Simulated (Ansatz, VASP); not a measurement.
# HgTe: VASP beside Ansatz

File POSCAR:

```
HgTe
1.0
    0.0000000000      3.1068059186      3.1068059186
    3.1068059186      0.0000000000      3.1068059186
    3.1068059186      3.1068059186      0.0000000000
Hg Te
1 1
Direct
    0.0000000000      0.0000000000      0.0000000000
    0.5000000000      0.5000000000      0.5000000000
```

INCAR.step1

```
SYSTEM = HgTe
  PREC = Accurate
  ENCUT = 520
  ISMEAR = 0
  SIGMA = 0.1
  LREAL = .FALSE.
  LASPH = .TRUE.
  NELM = 80
  NBANDS = 16
  GGA = PE
  ALGO = Normal
  EDIFF = 1E-4
  LWAVE = .TRUE.
  LCHARG = .FALSE.
```

Contents of INCAR.step2:

```
SYSTEM = HgTe
  PREC = Accurate
  ENCUT = 520
  EDIFF = 1E-6
  ISMEAR = 0
  SIGMA = 0.1
  LREAL = .FALSE.
  LASPH = .TRUE.
  NELM = 80
  ALGO = Normal
  ISIF = 2
  LWAVE = .FALSE.
  LCHARG = .FALSE.
  METAGGA = R2SCAN
  LMIXTAU = .TRUE.
  NBANDS = 16
  ISTART = 1
```

KPOINTS

```
regular mesh
0
G
  12 12 12
  0 0 0
```

Input for Ansatz:

```yaml
crystal:
  lattice:
    - [0.0, 3.1068059186, 3.1068059186]
    - [3.1068059186, 0.0, 3.1068059186]
    - [3.1068059186, 3.1068059186, 0.0]
  atoms:
    - { symbol: Hg, position: [0.0, 0.0, 0.0] }
    - { symbol: Te, position: [0.5, 0.5, 0.5] }
basis:
  ecutwfc: 500
kpoints:
  mp_grid: { grid: [12, 12, 12] }
hamiltonian:
  xc: r2scan
scf:
  occupations: { method: gaussian, width: 0.1 }
output:
  forces: true
  stress: true
  eigenvalues: true
```

Alike in both runs: task single point; functional r2SCAN; k mesh 12 × 12 × 12; occupations gaussian, width 0.1 eV; no spin polarisation.

```csv
,VASP,Ansatz
version,VASP 6.6.1,Ansatz 0.2.0
potentials or method,"VASP PAW PBE potentials, release 64 (Hg, Te), cutoff 520 eV","scalar-relativistic, plane waves, PAW"
valence electrons in the cell,18,36
```

Ansatz gave:

```
gap on the k mesh at the Fermi level (eV) : none
pressure (GPa)                            : -2.7
```

Q: What did VASP give for the same quantities?

A: gap on the k mesh at the Fermi level (eV): none; pressure (GPa): -2.5.

VASP's potentials were made for PBE, not for r2SCAN. A gap of «none» marks a metal or a gap that the smearing closes. The functional is the same, so the differences come from potentials, cutoffs and numerics. VASP's potentials hold 18 valence electrons a cell and Ansatz's 36, so a difference there can come from the potentials and not from the codes.

Spin-orbit coupling is off throughout.
